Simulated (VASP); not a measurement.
# BaTiO3 (R3m) in VASP: single point with LDA

Aim: the single point of BaTiO3 with LDA.

Program: VASP 6.6.1. These are calculated values, not measurements. Logs are shortened: lines on timing, memory, paths and dates and some standing lists are left out, and cuts for length are marked.

## Step 1: The cell of the first run

Symmetry: R3m, No. 160, trigonal system. Conventional cell: a = 5.576 Å, b = 5.576 Å, c = 6.842 Å, α = 90.00°, β = 90.00°, γ = 120.00°. Ba (site symmetry 3m) has 12 O at 2.74 to 2.84 Å and 8 Ti at 3.36 to 3.48 Å within 3.6 Å. Within 2.5 Å of Ti (site symmetry 3m) lie 6 O at 1.89 to 2.06 Å. Within 2.5 Å of O (site symmetry m) lie 2 Ti at 1.89 to 2.06 Å. Within 2.5 Å of O (site symmetry m) lie 2 Ti at 1.89 to 2.06 Å.

## Step 2: Single point, LDA

File INCAR:

```
PREC = Accurate ; ENCUT = 600
EDIFF = 1E-6 ; ISMEAR = 0
SIGMA = 0.05 ; LREAL = False
LASPH = True ; NELM = 120
ALGO = Normal ; ISIF = 2
LWAVE = False ; LCHARG = False
NBANDS = 73 ; GGA_COMPAT = False
```

File KPOINTS:

```
regular mesh
0
Gamma
  7 7 3
```

File POSCAR:

```
BaTiO3
1.0
    2.7879170996     -1.6096046879     -2.2805008955
    0.0000000000      3.2192093758     -2.2805008955
    8.3637512987      4.8288140637      6.8415026865
Ba Ti O
3 3 9
Direct
    0.9994777595      0.9994777595      0.0001740802
    0.9994777595      0.9994777595      0.3335074135
    0.9994777595      0.9994777595      0.6668407468
    0.4906617871      0.4906617871      0.1697794043
    0.4906617871      0.4906617871      0.5031127376
    0.4906617871      0.4906617871      0.8364460710
    0.5089674917      0.0132254700      0.1636775028
    0.5089674917      0.0132254700      0.4970108361
    0.5089674917      0.0132254700      0.8303441694
    0.0132254700      0.5089674917      0.1636775028
    0.0132254700      0.5089674917      0.4970108361
    0.0132254700      0.5089674917      0.8303441694
    0.5089674917      0.5089674917      0.3289248433
    0.5089674917      0.5089674917      0.6622581767
    0.5089674917      0.5089674917      0.9955915100
```

Potentials or basis: VASP PAW LDA potentials, release 64 (Ba_sv, Ti_sv, O).

Command:

```
> cat potpaw_LDA.64/Ba_sv/POTCAR potpaw_LDA.64/Ti_sv/POTCAR potpaw_LDA.64/O/POTCAR > POTCAR
> mpirun -np 1 vasp_std > vasp.out
```

OUTCAR:

```text
PREC = Accurate
   ENCUT = 600
   EDIFF = 1E-6
   ISMEAR = 0
   LREAL = False
   LASPH = True
   NELM = 120
   ISIF = 2

 ion  position               nearest neighbor table
   1  0.999  0.999  0.000-   7 2.74  10 2.74  15 2.74  10 2.79  15 2.79  15 2.79   7 2.79  12 2.79
                             9 2.79  15 2.84   9 2.84  12 2.84   6 3.36   4 3.40   6 3.40   6 3.40
   2  0.999  0.999  0.334-   8 2.74  11 2.74  13 2.74  10 2.79   7 2.79  11 2.79  13 2.79  13 2.79
                             8 2.79   7 2.84  10 2.84  13 2.84   4 3.36   5 3.40   4 3.40   4 3.40
   3  0.999  0.999  0.667-   9 2.74  14 2.74  12 2.74  11 2.79   8 2.79  14 2.79  14 2.79  12 2.79
                             9 2.79   8 2.84  11 2.84  14 2.84   5 3.36   5 3.40   5 3.40   6 3.40
   4  0.491  0.491  0.170-  13 1.89   7 1.89  10 1.89   7 2.06  10 2.06  15 2.06   2 3.36   1 3.40
                             2 3.40   2 3.40   1 3.44   1 3.44   2 3.44   1 3.48
   5  0.491  0.491  0.503-   8 1.89  11 1.89  14 1.89   8 2.06  11 2.06  13 2.06   3 3.36   2 3.40
                             3 3.40   3 3.40   2 3.44   2 3.44   3 3.44   2 3.48
   6  0.491  0.491  0.836-  15 1.89   9 1.89  12 1.89  14 2.06   9 2.06  12 2.06   1 3.36   1 3.40
                             1 3.40   3 3.40   1 3.44   3 3.44   3 3.44   3 3.48
   7  0.509  0.013  0.164-   4 1.89   4 2.06   1 2.74   2 2.79   1 2.79   2 2.84
   8  0.509  0.013  0.497-   5 1.89   5 2.06   2 2.74   3 2.79   2 2.79   3 2.84
   9  0.509  0.013  0.830-   6 1.89   6 2.06   3 2.74   3 2.79   1 2.79   1 2.84
  10  0.013  0.509  0.164-   4 1.89   4 2.06   1 2.74   2 2.79   1 2.79   2 2.84
  11  0.013  0.509  0.497-   5 1.89   5 2.06   2 2.74   3 2.79   2 2.79   3 2.84
  12  0.013  0.509  0.830-   6 1.89   6 2.06   3 2.74   3 2.79   1 2.79   1 2.84
  13  0.509  0.509  0.329-   4 1.89   5 2.06   2 2.74   2 2.79   2 2.79   2 2.84
  14  0.509  0.509  0.662-   5 1.89   6 2.06   3 2.74   3 2.79   3 2.79   3 2.84
  15  0.509  0.509  0.996-   6 1.89   4 2.06   1 2.74   1 2.79   1 2.79   1 2.84

  LATTYP: Found a base centered monoclinic cell.
 ALAT       =     5.5826558503
 B/A-ratio  =     0.9987780635
 C/A-ratio  =     2.1200246803
 COS(beta)  =    -0.0017280789

  Lattice vectors:

 A1 = (   2.7879170996,  -1.6096046879,  -2.2805008955)
 A2 = (   0.0000000000,   3.2192093758,  -2.2805008955)
 A3 = (   8.3637512987,   4.8288140637,   6.8415026865)

Analysis of symmetry for initial positions (statically):
=====================================================================
 Subroutine PRICEL returns following result:

  LATTYP: Found a trigonal (rhomboedric) cell.
 ALAT       =     3.9451227281
 COS(alpha) =     0.0012226831

  Lattice vectors:

 A1 = (  -2.7879170996,   1.6096046879,   2.2805008955)
 A2 = (   0.0000000000,  -3.2192093758,   2.2805008955)
 A3 = (   2.7879170993,   1.6096046877,   2.2805008953)

   3 primitive cells build up your supercell.

 Routine SETGRP: Setting up the symmetry group for a
 base centered monoclinic supercell.

 Subroutine GETGRP returns: Found  2 space group operations
 (whereof  2 operations were pure point group operations)
 out of a pool of  4 trial point group operations.

The static configuration has the point symmetry C_1h.

Analysis of symmetry for dynamics (positions and initial velocities):
=====================================================================
 Subroutine PRICEL returns following result:

  LATTYP: Found a trigonal (rhomboedric) cell.
 ALAT       =     3.9451227281
 COS(alpha) =     0.0012226831

  Lattice vectors:

 A1 = (  -2.7879170996,   1.6096046879,   2.2805008955)
 A2 = (   0.0000000000,  -3.2192093758,   2.2805008955)
 A3 = (   2.7879170993,   1.6096046877,   2.2805008953)

   3 primitive cells build up your supercell.

 Routine SETGRP: Setting up the symmetry group for a
 base centered monoclinic supercell.

 Subroutine GETGRP returns: Found  2 space group operations
 (whereof  2 operations were pure point group operations)
 out of a pool of  4 trial point group operations.

The dynamic configuration has the point symmetry C_1h.

 Subroutine INISYM returns: Found  2 space group operations
 (whereof  2 operations are pure point group operations),
 and found     3 'primitive' translations

----------------------------------------------------------------------------------------

                                     Primitive cell

  volume of cell :      61.4017

  direct lattice vectors                    reciprocal lattice vectors
    -2.787917100  1.609604688  2.280500895    -0.179345361  0.103545093  0.146166719
     0.000000000 -3.219209376  2.280500895    -0.000000000 -0.207090185  0.146166719
     2.787917099  1.609604688  2.280500895     0.179345361  0.103545093  0.146166719

  length of vectors
     3.945122728  3.945122728  3.945122728     0.253477917  0.253477917  0.253477917

  position of ions in fractional coordinates (direct lattice)
     0.000522240  0.000522240  0.000522241
     0.509338213  0.509338213  0.509338213
     0.491032508  0.986774530  0.491032508
     0.986774530  0.491032508  0.491032508
     0.491032508  0.491032508  0.986774530

  ion indices of the primitive-cell ions
   primitive index   ion index
                 1           1
                 2           6
                 3           7
                 4          10
                 5          15

----------------------------------------------------------------------------------------

 KPOINTS: regular mesh

Automatic generation of k-mesh.
 Grid dimensions read from file:
 generate k-points for:    7    7    3

 Generating k-lattice:

  Cartesian coordinates                     Fractional coordinates (reciprocal lattice)
     0.025620766 -0.014792156 -0.020880960     0.142857143  0.000000000  0.000000000
     0.000000000  0.029584312 -0.020880960     0.000000000  0.142857143  0.000000000
     0.019927262  0.011505010  0.016240747     0.000000000  0.000000000  0.333333333

  Length of vectors
     0.036211131  0.036211131  0.028164213

  Shift w.r.t. Gamma in fractional coordinates (k-lattice)
     0.000000000  0.000000000  0.000000000

 Subroutine IBZKPT returns following result:
 ===========================================

 Found     44 irreducible k-points:

 Following reciprocal coordinates:
            Coordinates               Weight
  0.000000  0.000000  0.000000      1.000000
  0.142857  0.000000  0.000000      4.000000
  0.285714  0.000000  0.000000      4.000000
  0.428571  0.000000  0.000000      4.000000
  0.142857  0.142857  0.000000      2.000000
  0.285714  0.142857  0.000000      4.000000
[... 16 lines left out ...]
 -0.142857  0.000000  0.333333      4.000000
  0.142857  0.142857  0.333333      2.000000
 [... further k-points ...]
   k-points           NKPTS =     44   k-points in BZ     NKDIM =     44   number of bands    NBANDS=     73
   number of dos      NEDOS =    301   number of ions     NIONS =     15
   total plane-waves  NPLWV =  98304
   dimension x,y,z NGX =    32 NGY =   32 NGZ =   96
   dimension x,y,z NGXF=    64 NGYF=   64 NGZF=  192
   ions per type =               3   3   9
   NGX,Y,Z   is equivalent  to a cutoff of  13.48, 13.48, 13.48 a.u.
   NGXF,Y,Z  is equivalent  to a cutoff of  26.97, 26.97, 26.97 a.u.
 SYSTEM =  unknown system
   PREC   = accura    normal or accurate (medium, high low for compatibility)
   ISTART =      0    job   : 0-new  1-cont  2-samecut
   ICHARG =      2    charge: 1-file 2-atom 10-const
   ISPIN  =      1    spin polarized calculation?
   LNONCOLLINEAR =      F non collinear calculations
   LSORBIT =      F    spin-orbit coupling
   LASPH  =      T    aspherical Exc in radial PAW
   ENCUT  =  600.0 eV  44.10 Ry    6.64 a.u.   7.88  7.88 23.64*2*pi/ulx,y,z
   NELM   =    120;   NELMIN=  2; NELMDL= -5     # of ELM steps
   EDIFF  = 0.1E-05   stopping-criterion for ELM
   LREAL  =      F    real-space projection
[... 7 lines left out ...]
   TEBEG  =    0.0;   TEEND  =   0.0 temperature during run
   PSTRESS=    0.0 pullay stress
   NELECT =     120.0000    total number of electrons
   NUPDOWN=      -1.0000    fix difference up-down
   EMIN   =  10.00;   EMAX   =-10.00  energy-range for DOS
   EFERMI =   0.00;   METHOD = LEGACY
   ISMEAR =     0;   SIGMA  =   0.05  broadening in eV -4-tet -1-fermi 0-gaus
   EFERMI_NEDOS =   21; number of points for ismear=-14 and -15
   IALGO  =     38    algorithm
   IMIX   =      4    mixing-type and parameters
     AMIX     =   0.40;   BMIX     =  1.00
     AMIX_MAG =   1.60;   BMIX_MAG =  1.00
  volume/ion in A,a.u.               =      12.28        82.87
  Fermi-wavevector in a.u.,A,eV,Ry     =   1.419171  2.681844 27.402752  2.014045
  Thomas-Fermi vector in A             =   2.540219
   LORBIT       =      0    0 simple, 1 ext, 2 COOP (PROOUT), +10 PAW based schemes
   GGA     = CA    functional components
   LHFCALC =     F    Hartree Fock is set to
   AEXX    =    0.0000 exact exchange contribution
   IVDW    =     0    specifies the selected vdW correction
   LEPSILON=     F    determine dielectric tensor
   LRPA    =     F    only Hartree local field effects (RPA)
 non-spin polarized calculation
 Gauss-broadening in eV      SIGMA  =   0.05
  energy-cutoff  :      600.00
  volume of cell :      184.21
 maximum number of plane-waves:      6183
   NGX = 15   NGY = 15   NGZ = 47

 number of electron     120.0000043 magnetization

 Free energy of the ion-electron system (eV)
  ---------------------------------------------------
  ext. energy  EPLUGINS =         0.00000000
  ---------------------------------------------------
  free energy    TOTEN  =      -132.49720365 eV

  energy without entropy =     -132.49720365  energy(sigma->0) =     -132.49720365

 E-fermi :   4.1298     XC(G=0): -11.9530

 val. band max:        3.7803183320   @ k =  -0.4286  -0.4286   0.3333
 cond. band min:       5.9274254996   @ k =   0.0000   0.0000   0.0000
 fundamental gap:      2.1471071676
 Fermi energy:         4.1298480040

 k-point     1 :       0.0000    0.0000    0.0000
  band No.  band energies     occupation
      1     -51.6951      2.00000
      2     -51.6940      2.00000
      3     -51.6940      2.00000
      4     -28.4106      2.00000
      5     -28.4106      2.00000
      6     -28.3618      2.00000
[... 64 lines left out ...]
     71       8.3736      0.00000
     72       8.3781      0.00000

 k-point     2 :       0.1429    0.0000    0.0000
  band No.  band energies     occupation
      1     -51.6948      2.00000
      2     -51.6937      2.00000
      3     -51.6937      2.00000
      4     -28.4099      2.00000
      5     -28.4097      2.00000
      6     -28.3729      2.00000
[... 64 lines left out ...]
     71       8.7241      0.00000
     72       8.7253      0.00000

 k-point     3 :       0.2857    0.0000    0.0000
  band No.  band energies     occupation
      1     -51.6942      2.00000
      2     -51.6932      2.00000
      3     -51.6932      2.00000
      4     -28.4087      2.00000
      5     -28.4080      2.00000
      6     -28.4013      2.00000
[... 1564 lines left out ...]
     71       8.7058      0.00000
     72       8.7204      0.00000

 k-point    24 :       0.1429    0.1429    0.3333
  band No.  band energies     occupation
      1     -51.6944      2.00000
      2     -51.6940      2.00000
      3     -51.6932      2.00000
      4     -28.4236      2.00000
      5     -28.3866      2.00000
      6     -28.3733      2.00000
[... 64 lines left out ...]
     71       9.1660      0.00000
     72       9.1868      0.00000

 [... further k-points ...]

 [bands above 72 left out]

------------------------ aborting loop because EDIFF is reached ----------------------------------------

  FORCE on cell =-STRESS in cart. coord.  units (eV):
  Direction    XX          YY          ZZ          XY          YZ          ZX
  --------------------------------------------------------------------------------------
  -------------------------------------------------------------------------------------
  Total        2.7009775      2.7007986      2.6330981      0.0001549      0.0001865      0.0003231
  in kB       23.4925262     23.4909701     22.9021249      0.0013476      0.0016224      0.0028101
  external PRESSURE =      23.2952070 kB  Pullay stress =       0.0000000 kB

 VOLUME and BASIS-vectors are now :
 -----------------------------------------------------------------------------
  energy-cutoff  :      600.00
  volume of cell :      184.21
      direct lattice vectors                 reciprocal lattice vectors
     2.787917100 -1.609604688 -2.280500895     0.179345361 -0.103545093 -0.146166719
     0.000000000  3.219209376 -2.280500895     0.000000000  0.207090185 -0.146166719
     8.363751299  4.828814064  6.841502687     0.059781787  0.034515031  0.048722240

 POSITION                                       TOTAL-FORCE (eV/Angst)
 -----------------------------------------------------------------------------------
      2.78792      1.60960     -4.55743         0.000023      0.000013     -0.035462
      5.57583      3.21921     -2.27693         0.000023      0.000013     -0.035462
      8.36375      4.82881      0.00357         0.000023      0.000013     -0.035462
      2.78792      1.60960     -1.07636         0.000358      0.000207     -0.091325
      5.57583      3.21921      1.20414         0.000358      0.000207     -0.091325
      8.36375      4.82881      3.48464         0.000358      0.000207     -0.091325
      2.78792      0.01371     -0.07106        -0.000025     -0.037520      0.042210
      5.57583      1.62331      2.20944        -0.000025     -0.037520      0.042210
      8.36375      3.23292      4.48994        -0.000025     -0.037520      0.042210
      1.40583      2.40755     -0.07106        -0.032506      0.018739      0.042210
      4.19375      4.01716      2.20944        -0.032506      0.018739      0.042210
      6.98166      5.62676      4.48994        -0.032506      0.018739      0.042210
      4.17000      2.40755     -0.07106         0.032149      0.018561      0.042367
      6.95792      4.01716      2.20944         0.032149      0.018561      0.042367
      9.74584      5.62676      4.48994         0.032149      0.018561      0.042367
 -----------------------------------------------------------------------------------
    total drift:                               -0.000182     -0.000105      0.002874

  FREE ENERGIE OF THE ION-ELECTRON SYSTEM (eV)
  ---------------------------------------------------
  free  energy   TOTEN  =      -132.4972036523 eV

  energy  without entropy=     -132.4972036523  energy(sigma->0) =     -132.49720365
```

Wall time 14 min (1 thread of Intel Xeon Platinum 8488C (Sapphire Rapids), shared host); peak memory 0.63 GiB.

What came out:

| Item | Value |
| --- | --- |
| Free energy | -132.4972 eV |
| Pressure | 2.3 GPa |
| Largest force | 0.091 eV/Å |
| Band gap on the k mesh | 2.15 eV |

Forces on the atoms (eV/Å):
```
Ba   0.000  0.000 -0.035
Ba   0.000  0.000 -0.035
Ba   0.000  0.000 -0.035
Ti   0.000  0.000 -0.091
Ti   0.000  0.000 -0.091
Ti   0.000  0.000 -0.091
O    0.000 -0.038  0.042
O    0.000 -0.038  0.042
O    0.000 -0.038  0.042
O   -0.033  0.019  0.042
O   -0.033  0.019  0.042
O   -0.033  0.019  0.042
O    0.032  0.019  0.042
O    0.032  0.019  0.042
O    0.032  0.019  0.042
```

Levels at points of the mesh, in eV from the valence-band top:
| k point | band 57 | band 58 | band 59 | band 60 | band 61 | band 62 | band 63 | band 64 |
| --- | --- | --- | --- | --- | --- | --- | --- | --- |
| (0.00, 0.00, 0.00) | -0.61 | -0.29 | -0.19 | -0.19 | 2.15 | 2.15 | 2.26 | 2.30 |

Caveat: spin-orbit coupling is left out, which moves the levels of the heavy elements. A k mesh can miss the band edges.
